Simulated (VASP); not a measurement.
AgCl, 4 atoms in the cell. The typed cell holds 4 atoms: a = 4.520 Å, b = 4.520 Å, c = 5.722 Å, α = 90.00°, β = 90.00°, γ = 120.00°. 

* Program: VASP 6.6.1
* Task: single point
* Functional: PBE
* Potentials or basis: VASP PAW PBE potentials, release 64 (Ag, Cl)
* Cutoff: 520 eV
* k mesh: 6 × 6 × 4
* Occupations: gaussian, width 0.01 eV
* Spin: no spin polarisation
* Dipole correction: no
* Further INCAR settings: ALGO = Normal; EDIFF = 1e-07; NBANDS = 26

Potentials or basis: VASP PAW PBE potentials, release 64 (Ag, Cl).

Run with:

```sh
$ cat potpaw_PBE.64/Ag/POTCAR potpaw_PBE.64/Cl/POTCAR > POTCAR
$ mpirun -np 1 vasp_std > vasp.out
```

Hardware: 1 thread of Intel(R) Xeon(R) 6975P-C (Granite Rapids) (shared host).

Question: How long does it take, and how much memory?

Answer: Run time: 28 s on 1 thread of Intel(R) Xeon(R) 6975P-C (Granite Rapids), on a shared host, peak memory 0.25 GiB. Counts: scf iterations 14, k points 21.
